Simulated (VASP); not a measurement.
Here is a VASP 6.6.1 calculation.

The input INCAR:

```
PREC     = Accurate       # precision mode
ENCUT    = 600            # plane-wave cutoff, eV
EDIFF    = 1E-7           # SCF threshold, eV
ISMEAR   = -1             # smearing method
SIGMA    = 0.05           # smearing width, eV
LREAL    = False          # projectors in reciprocal space
LASPH    = True           # aspherical terms in the spheres
NELM     = 80             # most SCF steps
ALGO     = Normal         # electronic algorithm
ISIF     = 3              # what is computed and relaxed
LWAVE    = False          # write WAVECAR
LCHARG   = False          # write CHGCAR
GGA      = PE             # functional
IBRION   = 2              # ionic algorithm
NSW      = 60             # ionic steps
EDIFFG   = -0.005         # ionic threshold
```

The input KPOINTS:

```
regular mesh
0
Gamma
  9 9 5
```

Contents of POSCAR:

```
SnTe
1.0
    4.3969784454      0.0000000000      0.0000000000
   -2.1984892227      3.8078950336      0.0000000000
    0.0000000000      0.0000000000      7.1670748659
Sn Te
2 2
Direct
    0.3333333333      0.6666666667      0.0000000000
    0.6666666667      0.3333333333      0.5000000000
    0.3333333333      0.6666666667      0.3760000000
    0.6666666667      0.3333333333      0.8760000000
```

Potentials or basis: VASP PAW PBE potentials, release 64 (Sn_d, Te).

Command:

```console
$ cat potpaw_PBE.64/Sn_d/POTCAR potpaw_PBE.64/Te/POTCAR > POTCAR
$ mpirun -np 1 vasp_std > vasp.out
```

**Question.** Predict the band gap on the k mesh.

**Answer.** 0.80 eV (least direct gap 1.20 eV).

**Question.** Predict the relaxed volume.

**Answer.** 41.70 Å³/atom.

The path:
| step | energy change (eV) | largest force (eV/Å) | pressure (GPa) | volume (Å³) |
| --- | --- | --- | --- | --- |
| 1 | 0.0000 | 0.2046 | 25.29 | 120.00 |
| 2 | -3.2407 | 0.0023 | -3.20 | 222.46 |
| 3 | -3.6732 | 0.0270 | 0.24 | 183.48 |
| 4 | -3.6744 | 0.0259 | -0.06 | 185.65 |
| 5 | -3.6772 | 0.0496 | -0.06 | 185.63 |
| 6 | -3.6847 | 0.1271 | -0.04 | 185.53 |
| 7 | -3.6931 | 0.3132 | 0.05 | 185.17 |
| 8 | -3.6944 | 0.3179 | 0.05 | 185.19 |
| 9 | -3.6981 | 0.3330 | 0.04 | 185.23 |
| 10 | -3.7056 | 0.3646 | 0.01 | 185.29 |
| 11 | -3.7196 | 0.4357 | -0.04 | 185.35 |
| 12 | -3.7369 | 0.6116 | -0.12 | 185.16 |
| 13 | -3.7435 | 0.6072 | -0.16 | 185.15 |
| 14 | -3.7617 | 0.5954 | -0.29 | 185.10 |
| 15 | -3.7897 | 0.5766 | -0.54 | 184.88 |
| 16 | -3.7905 | 0.5514 | -0.89 | 183.97 |
| 17 | -3.7986 | 0.5759 | -0.73 | 184.50 |
| 18 | -3.8359 | 0.4756 | -0.82 | 183.19 |
| 19 | -3.9168 | 0.2296 | -0.97 | 179.28 |
| 20 | -3.9789 | 0.0160 | -0.77 | 171.59 |
| 21 | -3.9803 | 0.0243 | -0.68 | 170.56 |
| 22 | -3.9929 | 0.0107 | -0.22 | 167.88 |
| 23 | -3.9948 | 0.0032 | 0.04 | 166.47 |
| 24 | -3.9948 | 0.0027 | 0.05 | 166.38 |
| 25 | -3.9949 | 0.0072 | 0.02 | 166.56 |
| 26 | -3.9950 | 0.0090 | 0.01 | 166.63 |
| 27 | -3.9950 | 0.0089 | 0.01 | 166.62 |
| 28 | -3.9950 | 0.0084 | 0.00 | 166.68 |
| 29 | -3.9950 | 0.0076 | -0.02 | 166.85 |
| 30 | -3.9950 | 0.0068 | -0.02 | 166.84 |
| 31 | -3.9950 | 0.0046 | -0.01 | 166.81 |

Caveat: the volume moved by over 15 % at a fixed basis, so the end points are rough; spin-orbit coupling is left out, which moves the levels of the heavy elements. A k mesh can miss the band edges.
